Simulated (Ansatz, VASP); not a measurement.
## Os in VASP and in Ansatz

The input INCAR:

```
PREC     = Accurate       # precision mode
ENCUT    = 600            # plane-wave cutoff, eV
EDIFF    = 1E-7           # SCF threshold, eV
ISMEAR   = -1             # smearing method
SIGMA    = 0.05           # smearing width, eV
LREAL    = False          # projectors in reciprocal space
LASPH    = True           # aspherical terms in the spheres
NELM     = 60             # most SCF steps
ALGO     = Normal         # electronic algorithm
ISIF     = 3              # what is computed and relaxed
LWAVE    = False          # write WAVECAR
LCHARG   = False          # write CHGCAR
GGA      = RP             # functional
IBRION   = 2              # ionic algorithm
NSW      = 80             # ionic steps
EDIFFG   = -0.005         # ionic threshold
```

The input KPOINTS:

```
Automatic mesh
0
Gamma
  11 11 6
```

Contents of POSCAR:

```
Os
1.0
    2.7341000000      0.0000000000      0.0000000000
   -1.3670500000      2.3678000565      0.0000000000
    0.0000000000      0.0000000000      4.3197000000
Os
2
Direct
    0.6666666667      0.3333333333      0.7500000000
    0.3333333333      0.6666666667      0.2500000000
```

Contents of input.yaml:

```yaml
crystal:
  lattice:
    - [2.7341, 0.0, 0.0]
    - [-1.36705, 2.3678000565, 0.0]
    - [0.0, 0.0, 4.3197]
  atoms:
    - { symbol: Os, position: [0.6666666667, 0.3333333333, 0.75] }
    - { symbol: Os, position: [0.3333333333, 0.6666666667, 0.25] }
kpoints:
  mp_grid: { grid: [11, 11, 6] }
scf:
  occupations: { method: fermi_dirac, width: 0.05 }
hamiltonian:
  xc: rpbe
  pseudopotentials: { kind: all_electron, lapw: { basis_error: 0.001 } }
output:
  forces: true
  stress: true
relax:
  f_tol: 0.005
  max_steps: 60
  cell: {}
```

Alike in both runs: task relaxation of cell and atoms; functional RPBE; k mesh 11 × 11 × 6; occupations fermi-dirac, width 0.05 eV; no spin polarisation.

|  | VASP | Ansatz |
| --- | --- | --- |
| version | VASP 6.6.1 | Ansatz 0.2.0 |
| potentials or method | VASP PAW PBE potentials, release 64 (Os), cutoff 600 eV | all-electron LAPW, scalar-relativistic |

Ansatz gave:

```
relaxed volume (Å³/atom)                                        : 14.43
relaxed length of the cell vector where the two differ most in proportion (Å) : 4.364
```

Task: What did VASP give for the same quantities?

Result: Relaxed volume (Å³/atom): 14.42; relaxed length of the cell vector where the two differ most in proportion (Å): 4.362.

VASP's potentials were made for PBE, not for RPBE. Ansatz ran all-electron here, and VASP with PAW potentials.

Spin-orbit coupling is off throughout.
